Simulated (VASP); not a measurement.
Wanted: the native input for a VASP 6.6.1 run.

```
Task                   : single point
Functional             : revPBE
Potentials or basis    : VASP PAW PBE potentials, release 64 (Pd)
Cutoff                 : 520 eV
k mesh                 : 13 × 13 × 13
Occupations            : fermi-dirac, width 0.05 eV
Spin                   : collinear spin, ferromagnetic start
Starting moments       : [0.5] μB
Dipole correction      : no
Further INCAR settings : ALGO = Normal; EDIFF = 1e-07; NBANDS = 15
```

The structure of Pd lies in POSCAR:

```
Pd
1.0
    2.6701855611      0.0000000000      0.0000000000
    0.0000000000      2.6701855611      0.0000000000
    0.0000000000      0.0000000000      2.6701855611
Pd
1
Direct
    0.0000000000      0.0000000000      0.0000000000
```

This cell differs from its parent crystal: volume scaled by 1.04.

These files were run (other wordings do the same):

INCAR

```
PREC = Accurate
ENCUT = 520
EDIFF = 1E-7
ISMEAR = -1
SIGMA = 0.05
LREAL = F
LASPH = T
NELM = 150
ALGO = Normal
ISIF = 2
LWAVE = F
LCHARG = F
ISPIN = 2
MAGMOM = 0.5
LORBIT = 11
LMAXMIX = 4
GGA = RE
NBANDS = 15
```

KPOINTS

```
Automatic mesh
0
Gamma
  13 13 13
```

Potentials or basis: VASP PAW PBE potentials, release 64 (Pd).

The run is started by

```bash
$ cat potpaw_PBE.64/Pd/POTCAR > POTCAR
$ mpirun -np 1 vasp_std > vasp.out
```

Results of the run:

* Pressure: -4.2 GPa
* Band gap on the k mesh: zero (filled and empty bands overlap)
* Net moment: 0.00 μB per cell
* Valence electrons inside the program's atomic spheres: Pd 9.25

Caveat: the PAW data sets were made with another functional, which shifts forces and pressure a little.

It took 85 s on 1 thread of AMD EPYC 7R13, with other jobs on the host, peak memory 0.12 GiB.
